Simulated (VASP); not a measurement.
Here is a VASP 6.6.1 calculation.

Contents of INCAR:

```
SYSTEM = SrO
  PREC = Accurate
  ENCUT = 520
  EDIFF = 1E-7
  ISMEAR = 0
  SIGMA = 0.05
  LREAL = .False.
  LASPH = .True.
  NELM = 60
  ALGO = Normal
  ISIF = 2
  LWAVE = .False.
  LCHARG = .True.
  GGA = PE
  LELF = .True.
  LVHAR = .True.
  NBANDS = 15
```

The input KPOINTS:

```
Automatic mesh
0
Gamma
  8 8 8
  0 0 0
```

Contents of POSCAR:

```
SrO
1.0
    0.0000000000      2.5698000000      2.5698000000
    2.5698000000      0.0000000000      2.5698000000
    2.5698000000      2.5698000000      0.0000000000
Sr O
1 1
Direct
   -0.0851233559     -0.0851233559      0.0851233559
    0.5000000000      0.5000000000      0.5000000000
```

Potentials or basis: VASP PAW PBE potentials, release 64 (Sr_sv, O).

Launch:

```sh
$ cat potpaw_PBE.64/Sr_sv/POTCAR potpaw_PBE.64/O/POTCAR > POTCAR
$ mpirun -np 1 vasp_std > vasp.out
```

Estimate the largest force.

2.525 eV/Å.

Estimate the band gap on the k mesh.

3.31 eV, indirect (least direct gap 3.40 eV).

Forces on the atoms (eV/Å):
```
Sr   0.000  0.000  2.525
O    0.000  0.000 -2.525
```

Caveat: the cell differs from its parent crystal (all Sr atoms moved +0.438 Å, as atom 1 towards its neighbour atom 2 (O) at 2.570 Å); forces of over 1 eV/Å act on the atoms, so gaps and moduli don't describe the material at rest. A k mesh can miss the band edges.
